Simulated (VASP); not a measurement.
# ZrB (I4/mmm) in VASP: further runs

The runs below take ZrB through single point, with PBE.

All numbers are computed with VASP 6.6.1; they aren't measurements. Logs are shortened: lines on timing, memory, paths and dates and some standing lists are left out, and cuts for length are marked.

## (1) The cell of the first run

It takes space group I4/mmm (No. 139, tetragonal). The conventional cell has a = 3.691 Å, b = 3.691 Å, c = 3.690 Å, α = 90.00°, β = 90.00°, γ = 90.00°. Zr (site symmetry 4/mmm) has 2 B at 1.85 Å within 2.4 Å. B (site symmetry 4/mmm) has 2 Zr at 1.85 Å within 2.4 Å.

## (2) Single point, PBE

Contents of INCAR:

```
SYSTEM = ZrB
PREC = Accurate
ENCUT = 520
EDIFF = 1E-7
ISMEAR = 0
SIGMA = 0.15
LREAL = .FALSE.
LASPH = .TRUE.
NELM = 100
ALGO = Normal
ISIF = 2
LWAVE = .FALSE.
LCHARG = .FALSE.
GGA = PE
NBANDS = 14
```

Contents of KPOINTS:

```
Automatic mesh
0
G
  20 20 20
  0 0 0
```

Contents of POSCAR:

```
ZrB
1.0
    0.0000000000      2.6098556416      1.8451679386
    2.6098556416      0.0000000000      1.8451679386
    2.6098556416      2.6098556416      0.0000000000
Zr B
1 1
Direct
    0.0000000000      0.0000000000      0.0000000000
    0.5000000000      0.5000000000      0.5000000000
```

Potentials or basis: VASP PAW PBE potentials, release 64 (Zr_sv, B).

On the command line:

```sh
cat potpaw_PBE.64/Zr_sv/POTCAR potpaw_PBE.64/B/POTCAR > POTCAR
mpirun -np 1 vasp_std > vasp.out
```

OUTCAR:

```text
SYSTEM = ZrB
   PREC = Accurate
   ENCUT = 520
   EDIFF = 1E-7
   ISMEAR = 0
   LREAL = .FALSE.
   LASPH = .TRUE.
   NELM = 100
   ISIF = 2
   GGA = PE

 ion  position               nearest neighbor table
   1  0.000  0.000  0.000-   2 1.85   2 1.85   2 2.61   2 2.61   2 2.61   2 2.61
   2  0.500  0.500  0.500-   1 1.85   1 1.85   1 2.61   1 2.61   1 2.61   1 2.61

  LATTYP: Found a body centered tetragonal cell.
 ALAT       =     3.6908932442
 C/A-ratio  =     0.9998489886

  Lattice vectors:

 A1 = (   0.0000000000,  -2.6098556416,  -1.8451679386)
 A2 = (   0.0000000000,   2.6098556416,  -1.8451679386)
 A3 = (   2.6098556416,   0.0000000000,   1.8451679386)

Analysis of symmetry for initial positions (statically):
=====================================================================
 Subroutine PRICEL returns:
 Original cell was already a primitive cell.

 Routine SETGRP: Setting up the symmetry group for a
 body centered tetragonal supercell.

 Subroutine GETGRP returns: Found 16 space group operations
 (whereof 16 operations were pure point group operations)
 out of a pool of 16 trial point group operations.

The static configuration has the point symmetry D_4h.

Analysis of symmetry for dynamics (positions and initial velocities):
=====================================================================
 Subroutine PRICEL returns:
 Original cell was already a primitive cell.

 Routine SETGRP: Setting up the symmetry group for a
 body centered tetragonal supercell.

 Subroutine GETGRP returns: Found 16 space group operations
 (whereof 16 operations were pure point group operations)
 out of a pool of 16 trial point group operations.

The dynamic configuration has the point symmetry D_4h.

 Subroutine INISYM returns: Found 16 space group operations
 (whereof 16 operations are pure point group operations),
 and found     1 'primitive' translations

----------------------------------------------------------------------------------------

                                     Primitive cell

  volume of cell :      25.1362

  direct lattice vectors                    reciprocal lattice vectors
     0.000000000  2.609855642  1.845167939    -0.191581478  0.191581478  0.270978045
     2.609855642  0.000000000  1.845167939     0.191581478 -0.191581478  0.270978045
     2.609855642  2.609855642  0.000000000     0.191581478  0.191581478 -0.270978045

  length of vectors
     3.196246422  3.196246422  3.690893244     0.383191892  0.383191892  0.383191892

  position of ions in fractional coordinates (direct lattice)
     0.000000000  0.000000000  0.000000000
     0.500000000  0.500000000  0.500000000

  ion indices of the primitive-cell ions
   primitive index   ion index
                 1           1
                 2           2

----------------------------------------------------------------------------------------

 KPOINTS: Automatic mesh

Automatic generation of k-mesh.
 Grid dimensions read from file:
 generate k-points for:   20   20   20

 Generating k-lattice:

  Cartesian coordinates                     Fractional coordinates (reciprocal lattice)
    -0.009579074  0.009579074  0.013548902     0.050000000  0.000000000  0.000000000
     0.009579074 -0.009579074  0.013548902     0.000000000  0.050000000  0.000000000
     0.009579074  0.009579074 -0.013548902     0.000000000  0.000000000  0.050000000

  Length of vectors
     0.019159595  0.019159595  0.019159595

  Shift w.r.t. Gamma in fractional coordinates (k-lattice)
     0.000000000  0.000000000  0.000000000

 Subroutine IBZKPT returns following result:
 ===========================================

 Found    641 irreducible k-points:

 Following reciprocal coordinates:
            Coordinates               Weight
  0.000000  0.000000  0.000000      1.000000
  0.050000  0.000000  0.000000      8.000000
  0.100000  0.000000  0.000000      8.000000
  0.150000  0.000000  0.000000      8.000000
  0.200000  0.000000  0.000000      8.000000
  0.250000  0.000000  0.000000      8.000000
[... 16 lines left out ...]
 -0.400000  0.050000  0.000000      8.000000
 -0.350000  0.050000  0.000000      8.000000
 [... further k-points ...]
   k-points           NKPTS =    641   k-points in BZ     NKDIM =    641   number of bands    NBANDS=     14
   number of dos      NEDOS =    301   number of ions     NIONS =      2
   total plane-waves  NPLWV =  16128
   dimension x,y,z NGX =    24 NGY =   24 NGZ =   28
   dimension x,y,z NGXF=    48 NGYF=   48 NGZF=   56
   ions per type =               1   1
   NGX,Y,Z   is equivalent  to a cutoff of  12.48, 12.48, 12.61 a.u.
   NGXF,Y,Z  is equivalent  to a cutoff of  24.97, 24.97, 25.22 a.u.
 SYSTEM =  ZrB
   PREC   = accura    normal or accurate (medium, high low for compatibility)
   ISTART =      0    job   : 0-new  1-cont  2-samecut
   ICHARG =      2    charge: 1-file 2-atom 10-const
   ISPIN  =      1    spin polarized calculation?
   LNONCOLLINEAR =      F non collinear calculations
   LSORBIT =      F    spin-orbit coupling
   LASPH  =      T    aspherical Exc in radial PAW
   ENCUT  =  520.0 eV  38.22 Ry    6.18 a.u.   5.94  5.94  6.86*2*pi/ulx,y,z
   NELM   =    100;   NELMIN=  2; NELMDL= -5     # of ELM steps
   EDIFF  = 0.1E-06   stopping-criterion for ELM
   LREAL  =      F    real-space projection
   EDIFFG = 0.1E-05   stopping-criterion for IOM
   NSW    =      0    number of steps for IOM
   IBRION =     -1    ionic relax: 0-MD 1-quasi-New 2-CG
   NFREE  =      0    steps in history (QN), initial steepest desc. (CG)
   ISIF   =      2    stress and relaxation
   ISYM   =      2    0-nonsym 1-usesym 2-fastsym
   POTIM  = 0.5000    time-step for ionic-motion
   TEBEG  =    0.0;   TEEND  =   0.0 temperature during run
   PSTRESS=    0.0 pullay stress
   NELECT =      15.0000    total number of electrons
   NUPDOWN=      -1.0000    fix difference up-down
   EMIN   =  10.00;   EMAX   =-10.00  energy-range for DOS
   EFERMI =   0.00;   METHOD = LEGACY
   ISMEAR =     0;   SIGMA  =   0.15  broadening in eV -4-tet -1-fermi 0-gaus
   EFERMI_NEDOS =   21; number of points for ismear=-14 and -15
   IALGO  =     38    algorithm
   IMIX   =      4    mixing-type and parameters
     AMIX     =   0.40;   BMIX     =  1.00
     AMIX_MAG =   1.60;   BMIX_MAG =  1.00
  volume/ion in A,a.u.               =      12.57        84.81
  Fermi-wavevector in a.u.,A,eV,Ry     =   1.378285  2.604581 25.846565  1.899669
  Thomas-Fermi vector in A             =   2.503360
   LORBIT       =      0    0 simple, 1 ext, 2 COOP (PROOUT), +10 PAW based schemes
   GGA     = PE    functional components
   LHFCALC =     F    Hartree Fock is set to
   AEXX    =    0.0000 exact exchange contribution
   IVDW    =     0    specifies the selected vdW correction
   LEPSILON=     F    determine dielectric tensor
   LRPA    =     F    only Hartree local field effects (RPA)
 non-spin polarized calculation
 Gauss-broadening in eV      SIGMA  =   0.15
  energy-cutoff  :      520.00
  volume of cell :       25.14
 maximum number of plane-waves:       700
   NGX = 11   NGY = 11   NGZ = 13

 number of electron      15.0000000 magnetization

 Free energy of the ion-electron system (eV)
  ---------------------------------------------------
  ext. energy  EPLUGINS =         0.00000000
  ---------------------------------------------------
  free energy    TOTEN  =       -12.73132657 eV

  energy without entropy =      -12.72282309  energy(sigma->0) =      -12.72707483

 E-fermi :   9.8743     XC(G=0): -12.0346

 val. band max:        9.8696318000   @ k =  -0.2000   0.4000   0.2500
 cond. band min:       9.8780822130   @ k =  -0.3500   0.3000   0.2500
 fundamental gap:      0.0084504130
 Fermi energy:         9.8743262906

 k-point     1 :       0.0000    0.0000    0.0000
  band No.  band energies     occupation
      1     -38.0588      2.00000
      2     -16.6594      2.00000
      3     -15.6283      2.00000
      4     -15.6283      2.00000
      5       0.9858      2.00000
      6      10.2396      0.00057
      7      10.2396      0.00057
      8      10.5974      0.00000
      9      10.7574      0.00000
     10      11.8886      0.00000
     11      11.8886      0.00000
     12      13.5521      0.00000
     13      16.8652      0.00000
     14      21.5471      0.00000

 k-point     2 :       0.0500    0.0000    0.0000
  band No.  band energies     occupation
      1     -38.0560      2.00000
      2     -16.6683      2.00000
      3     -15.6401      2.00000
      4     -15.6354      2.00000
      5       1.0619      2.00000
      6       9.9327      0.58237
      7       9.9363      0.55892
      8      10.5664      0.00000
      9      10.5822      0.00000
     10      12.3299      0.00000
     11      12.3830      0.00000
     12      13.5649      0.00000
     13      16.8285      0.00000
     14      21.6822      0.00000

 k-point     3 :       0.1000    0.0000    0.0000
  band No.  band energies     occupation
      1     -38.0478      2.00000
      2     -16.6955      2.00000
      3     -15.6721      2.00000
      4     -15.6560      2.00000
      5       1.2861      2.00000
      6       9.2078      2.00000
      7       9.2711      2.00000
      8      10.4637      0.00000
      9      10.7742      0.00000
     10      12.8978      0.00000
     11      13.3170      0.00000
     12      13.7505      0.00000
     13      16.7614      0.00000
     14      22.0180      0.00000
[... 324 lines left out ...]
 k-point    23 :      -0.4000    0.0500    0.0000
  band No.  band energies     occupation
      1     -37.9495      2.00000
      2     -17.1256      2.00000
      3     -15.8936      2.00000
      4     -15.8887      2.00000
      5       4.3047      2.00000
      6       5.7456      2.00000
      7       6.5622      2.00000
      8       9.0355      2.00000
      9      13.4203      0.00000
     10      14.7974      0.00000
     11      16.0651      0.00000
     12      18.8332      0.00000
     13      19.5463      0.00000
     14      20.6191      0.00000

 k-point    24 :      -0.3500    0.0500    0.0000
  band No.  band energies     occupation
      1     -37.9620      2.00000
      2     -17.0562      2.00000
      3     -15.8840      2.00000
      4     -15.8633      2.00000
      5       3.7430      2.00000
      6       6.0032      2.00000
      7       6.8177      2.00000
      8       9.5797      1.99453
      9      13.5054      0.00000
     10      13.9334      0.00000
     11      15.5947      0.00000
     12      18.7369      0.00000
     13      19.1742      0.00000
     14      20.0798      0.00000

 [... further k-points ...]
[... 5 lines left out ...]
  --------------------------------------------------------------------------------------
  -------------------------------------------------------------------------------------
  Total        0.1005626      0.1005626     27.9528220      0.0000000      0.0000000     -0.0000000
  in kB        6.4098531      6.4098531   1781.7114657      0.0000000      0.0000000     -0.0000000
  external PRESSURE =     598.1770573 kB  Pullay stress =       0.0000000 kB

 VOLUME and BASIS-vectors are now :
 -----------------------------------------------------------------------------
  energy-cutoff  :      520.00
  volume of cell :       25.14
      direct lattice vectors                 reciprocal lattice vectors
     0.000000000  2.609855642  1.845167939    -0.191581478  0.191581478  0.270978045
     2.609855642  0.000000000  1.845167939     0.191581478 -0.191581478  0.270978045
     2.609855642  2.609855642  0.000000000     0.191581478  0.191581478 -0.270978045

 POSITION                                       TOTAL-FORCE (eV/Angst)
 -----------------------------------------------------------------------------------
      0.00000      0.00000      0.00000        -0.000000      0.000000     -0.000000
      2.60986      2.60986      1.84517         0.000000      0.000000      0.000000
 -----------------------------------------------------------------------------------
    total drift:                                0.000000     -0.000000     -0.000000

  FREE ENERGIE OF THE ION-ELECTRON SYSTEM (eV)
  ---------------------------------------------------
  free  energy   TOTEN  =       -12.7313265653 eV

  energy  without entropy=      -12.7228230883  energy(sigma->0) =      -12.72707483
```

Run time: 69 s. Hardware: 1 thread of Intel Xeon 6975P-C (Granite Rapids), shared host; peak memory 0.34 GiB.

Results:

- Free energy: -12.7313 eV
- Pressure: 59.8 GPa

Stress tensor (GPa, compression positive):
```
  0.64   0.00   0.00
  0.00   0.64   0.00
  0.00   0.00 178.17
```

[end of part 1 of 2]
